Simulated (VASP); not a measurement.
Input of a VASP 6.6.1 run:

The input INCAR:

```
PREC = Accurate
ENCUT = 520
EDIFF = 1E-7
ISMEAR = -1
SIGMA = 0.13605693000000002
LREAL = False
LASPH = True
NELM = 80
ALGO = Normal
ISIF = 2
LWAVE = False
LCHARG = False
GGA = CA
NBANDS = 13
```

File KPOINTS:

```
Automatic mesh
0
Gamma
  12 12 12
```

File POSCAR:

```
Sn
1.0
   -1.8576503262      1.8576503262      1.8576503262
    1.8576503262     -1.8576503262      1.8576503262
    1.8576503262      1.8576503262     -1.8576503262
Sn
1
Direct
    0.0000000000      0.0000000000      0.0000000000
```

Potentials or basis: VASP PAW LDA potentials, release 64 (Sn_d).

Command:

```bash
$ cat potpaw_LDA.64/Sn_d/POTCAR > POTCAR
$ mpirun -np 1 vasp_std > vasp.out
```

Question: Predict the band gap on the k mesh.

Answer: Zero (band 7 reaches 16.92 eV, above the bottom of band 8 at 5.91 eV).

Question: What does it give for the pressure?

Answer: -0.5 GPa.

Caveat: spin-orbit coupling is left out, which moves the levels of the heavy elements.
